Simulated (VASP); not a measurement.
A run of VASP 6.6.1:

File INCAR:

```
SYSTEM = LiAu2
PREC = Accurate ; ENCUT = 520
EDIFF = 1E-7 ; ISMEAR = 0
SIGMA = 0.0275 ; LREAL = .False.
LASPH = .True. ; NELM = 100
ALGO = Normal ; ISIF = 2
LWAVE = .False. ; LCHARG = .True.
GGA = PS ; LELF = .True.
LVHAR = .True. ; NBANDS = 20
```

File KPOINTS:

```
regular mesh
0
Gamma
  10 10 10
  0 0 0
```

POSCAR

```
LiAu2
1.0
    0.0000000000      0.0000000000      3.9700230000
    2.7866220000      0.0000000000      0.0000000000
    1.3933110000      4.1768900000     -1.9850120000
Li Au
1 2
Direct
    0.0000000000      0.0000000000      0.0000000000
    0.3530000000      0.6470000000      0.7060000000
    0.6470000000      0.3530000000      0.2940000000
```

Potentials or basis: VASP PAW PBE potentials, release 64 (Li_sv, Au).

Launch:

```console
$ cat potpaw_PBE.64/Li_sv/POTCAR potpaw_PBE.64/Au/POTCAR > POTCAR
$ mpirun -np 1 vasp_std > vasp.out
```

Hardware: 1 thread of AMD EPYC 7R13 Processor (Zen 3), with other jobs on the host.

**Question.** How long does it take, and how much memory?

**Answer.** Wall time 120 s on 1 thread of AMD EPYC 7R13 Processor (Zen 3), with other jobs on the host, peak memory 0.24 GiB. Counts: scf iterations 12, k points 171.
